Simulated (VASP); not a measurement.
Write the native input for VASP 6.6.1 that does the following.

```
Task                   : single point
Functional             : PBE
Potentials or basis    : VASP PAW PBE potentials, release 64 (Cu, Au)
Cutoff                 : 520 eV
k mesh                 : 14 × 14 × 10
Occupations            : gaussian, width 0.1 eV
Spin                   : no spin polarisation
Dipole correction      : no
Further INCAR settings : ALGO = Normal; EDIFF = 1e-07; NBANDS = 18
```

The structure of CuAu lies in POSCAR:

```
CuAu
1.0
    2.7561800000     -0.0075320000      0.0006440000
   -0.0075320000      2.7953240000      0.0307160000
    0.0008441000      0.0402599000      3.7483178000
Cu Au
1 1
Direct
    0.4189321429      0.5249892857      0.4787547684
    0.0810678571     -0.0249892857      0.0212452316
```

This cell differs from its parent crystal: strained and its atoms moved.

The input as run:

INCAR

```
SYSTEM = CuAu
PREC = Accurate
ENCUT = 520
EDIFF = 1E-7
ISMEAR = 0
SIGMA = 0.1
LREAL = .FALSE.
LASPH = .TRUE.
NELM = 100
ALGO = Normal
ISIF = 2
LWAVE = .FALSE.
LCHARG = .FALSE.
GGA = PE
NBANDS = 18
```

KPOINTS

```
regular mesh
0
G
  14 14 10
  0 0 0
```

Potentials or basis: VASP PAW PBE potentials, release 64 (Cu, Au).

Command:

```bash
$ cat potpaw_PBE.64/Cu/POTCAR potpaw_PBE.64/Au/POTCAR > POTCAR
$ mpirun -np 1 vasp_std > vasp.out
```

It gave:

```
Pressure               : 18.1 GPa
Largest force          : 2.890 eV/Å
Band gap on the k mesh : zero (band 11 reaches 13.29 eV, above the bottom of band 12 at 7.14 eV)
```

Caveat: the cell differs from its parent crystal (strained and its atoms moved); spin-orbit coupling is left out, which moves the levels of the heavy elements; forces of over 1 eV/Å act on the atoms, so gaps and moduli don't describe the material at rest.

Run time: 7.1 min on 1 thread of AMD EPYC 7R13 Processor (Zen 3) (shared host), peak memory 0.57 GiB.
